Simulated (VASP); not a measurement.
Runs of VASP 6.6.1 on ZnCd2O3. Symmetry: P-3m1, No. 164, trigonal system. The conventional cell has a = 3.259 Å, b = 3.259 Å, c = 8.067 Å, α = 90.00°, β = 90.00°, γ = 120.00°. Zn (site symmetry -3m) has 6 O at 2.21 Å within 2.9 Å. Cd (site symmetry 3m) has 6 O at 2.36 to 2.37 Å and 3 Zn at 3.22 Å and 9 Cd at 3.26 to 3.41 Å within 3.5 Å. Within 3.0 Å of O (site symmetry 3m) lie 3 Zn at 2.21 Å and 3 Cd at 2.37 Å and 3 O at 2.99 Å. Within 3.1 Å of O (site symmetry -3m) lie 6 Cd at 2.36 Å. 

```tsv
level	potentials or basis	spin	k mesh	gap on the mesh (eV)	pressure (GPa)	largest force (eV/Å)
PBE	VASP PAW PBE potentials, release 64 (Zn, Cd, O)	off	12 × 12 × 6	none	(a)	0.05
PBE	VASP PAW PBE potentials, release 64 (Zn, Cd, O)	collinear, ferromagnetic start	6 × 6 × 2	none	1.3	0.05
PBE	VASP PAW PBE potentials, release 64 (Zn, Cd, O)	off	6 × 6 × 2	none	1.3	0.05
LDA	VASP PAW LDA potentials, release 64 (Zn, Cd, O)	off	12 × 12 × 6	none	-10.7	0.04
```

Alike in all rows: task single point; cell as given; cutoff (eV) 520; smearing gaussian 0.1 eV.

Problem. Fill in the values left out.

Solution. (a) 1.2.

Caveats: some runs use coarse meshes; semilocal functionals underestimate gaps, so a narrow gap can read as zero; the cell stands under tension (at least some runs).

A k mesh can miss the band edges, and the runs leave out spin-orbit coupling on Cd.

A gap of «none» marks levels without a gap at the run's occupations.
